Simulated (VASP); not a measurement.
Runs of VASP 6.6.1 on BiRu3. The structure is that of space group Pm-3m (No. 221), or close to it. The cells are those of the table. 

| task | cell | k mesh | gap on the mesh (eV) | pressure (GPa) | relaxed volume (Å³/atom) |
| --- | --- | --- | --- | --- | --- |
| relaxation of cell and atoms | relaxed from a = 4.083 Å, 4 atoms | 4 × 4 × 4 | none | -0.1 | 16.38 |
| single point | a = 4.083 Å, 4 atoms | 4 × 4 × 4 | none | (a) | - |
| single point | a = 4.029 Å, 4 atoms | 4 × 4 × 4 | none | (b) | - |
| single point | a = 4.027 Å, 4 atoms | 12 × 12 × 12 | none | 0.1 | - |
| relaxation of cell and atoms | relaxed from a = 4.029 Å, 4 atoms | 12 × 12 × 12 | none | 0.0 | 16.33 |

Alike in all rows: level PBE; potentials or basis VASP PAW PBE potentials, release 64 (Bi_d, Ru_pv); no spin polarisation; cutoff (eV) 500; smearing gaussian 0.1 eV.

Problem. Estimate the missing entries.

Solution. (a) -6.8; (b) 0.2.

Caveats: some runs use coarse meshes; spin-orbit coupling is left out, which moves the levels of the heavy elements.

A k mesh can miss the band edges, and the runs leave out spin-orbit coupling on Bi, Ru.

A gap of «none» marks levels without a gap at the run's occupations.
